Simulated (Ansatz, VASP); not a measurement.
One calculation of Cd4C3, two programs

```
Cd C
1.0
     5.73671    0.00000    0.00000
    -2.86836    4.96814    0.00000
     0.00000    0.00000    5.69478
Cd C
4 3
Direct
  0.00000 0.00000 0.26033
  0.00000 0.00000 0.73967
  0.33333 0.66667 0.50000
  0.66667 0.33333 0.50000
  0.00000 0.50000 0.00000
  0.50000 0.00000 0.00000
  0.50000 0.50000 0.00000
```

Change from the starting cell: species swapped into the Zr4Al3 type (P6/mmm, No. 191).

Alike in both runs: task single point; functional PBE; k mesh 6 × 6 × 4; occupations gaussian, width 0.1 eV; collinear spin.

```csv
,VASP,Ansatz
version,VASP 6.6.1,Ansatz 0.2.0
potentials or method,"VASP PAW PBE potentials, release 64 (Cd, C), cutoff 520 eV","scalar-relativistic, plane waves, PAW"
valence electrons in the cell,60,92
```

Ansatz gave:

| Property | Result |
| --- | --- |
| gap on the k mesh at the Fermi level (eV) | none |
| pressure (GPa) | -11.6 |
| traceless stress, the component that is largest in VASP (GPa) | 1.22 |
| rms of the force components (eV/Å) | 0.258 |
| net moment per atom (μB) | 0.00 |

**Question.** What did VASP give for the same quantities?

**Answer.** gap on the k mesh at the Fermi level (eV): none; pressure (GPa): -11.5; traceless stress, the component that is largest in VASP (GPa): 1.30; rms of the force components (eV/Å): 0.264; net moment per atom (μB): 0.00.

Atom by atom the forces differ by 0.006 eV/Å (rms over components). A gap of «none» marks a metal or a gap that the smearing closes. VASP's potentials hold 60 valence electrons a cell and Ansatz's 92, so a difference there can come from the potentials and not from the codes. Ansatz's warnings: seeded moment not kept.
